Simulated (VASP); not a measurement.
MgS: relaxation of cell and atoms with PBEsol+D4

MgS:

```
S Mg
1.0
     4.03462    0.00000    0.00000
    -2.01731    3.49409    0.00000
     0.00000    0.00000    6.43229
S Mg
2 2
Direct
  0.66667 0.33333 0.87924
  0.33333 0.66667 0.37924
  0.33333 0.66667 0.99575
  0.66667 0.33333 0.49575
```

| Property | Result |
| --- | --- |
| Program | VASP 6.6.1 |
| Task | relaxation of cell and atoms |
| Functional | PBEsol |
| Dispersion | D4 |
| Potentials or basis | VASP PAW PBE potentials, release 64 (S, Mg) |
| Cutoff | 600 eV |
| k mesh | 8 × 8 × 4 |
| Occupations | fermi-dirac, width 0.05 eV |
| Spin | no spin polarisation |
| Dipole correction | no |
| Further INCAR settings | ALGO = Normal; EDIFF = 1e-07; IBRION = 2; EDIFFG = -0.01; NSW = 60; ISIF = 3 |

```
Relaxed volume                        : 22.16 Å³/atom
Relaxed cell                          : a = 4.007 Å, b = 4.007 Å, c = 6.376 Å, α = 90.00°, β = 90.00°, γ = 120.00°
Space group after relaxing (to 0.1 Å) : P6_3mc (No. 186)
Energy gained by relaxing             : 2.2 meV/atom
Ionic steps                           : 3
Pressure after relaxing               : 0.0 GPa
Largest force after relaxing          : 0.008 eV/Å
Band gap on the k mesh                : 3.38 eV
Dispersion energy per atom            : -0.135 eV
```

Forces in eV/Å, atoms in the order of the input:
```
S    0.000  0.000 -0.008
S    0.000  0.000 -0.008
Mg   0.000  0.000  0.008
Mg   0.000  0.000  0.008
```

Step by step:
```tsv
step	energy change (eV)	largest force (eV/Å)	pressure (GPa)	volume (Å³)
1	0.0000	0.0449	-1.30	90.68
2	-0.0084	0.0009	0.26	88.29
3	-0.0087	0.0082	0.01	88.65
```

Final structure:
```
S Mg
1.0
     4.00671    0.00000    0.00000
    -2.00336    3.46991    0.00000
     0.00000    0.00000    6.37600
S Mg
2 2
Direct
  0.66667 0.33333 0.87896
  0.33333 0.66667 0.37896
  0.33333 0.66667 0.99604
  0.66667 0.33333 0.49604
```

Levels at points of the mesh, in eV from the valence-band top:
```
           k point  band 4  band 5  band 6  band 7  band 8  band 9  band 10  band 11  band 12
(0.00, 0.00, 0.00)   -0.60   -0.60   -0.16   -0.16    0.00    3.38     4.62     7.42     7.42
(0.50, 0.00, 0.00)   -2.53   -1.97   -1.30   -0.99   -0.49    4.59     5.07     5.76     7.41
(0.00, 0.00, 0.50)   -2.00   -0.39   -0.39   -0.39   -0.39    4.87     4.87     7.56     7.56
(0.50, 0.00, 0.50)   -3.24   -0.93   -0.93   -0.84   -0.84    4.51     4.51     6.23     6.23
```

Wall time 120 s on 1 thread of Intel Xeon 8259CL, with other jobs on the host, peak memory 0.25 GiB.

Caveat: the PAW data sets were made with another functional, which shifts forces and pressure a little.
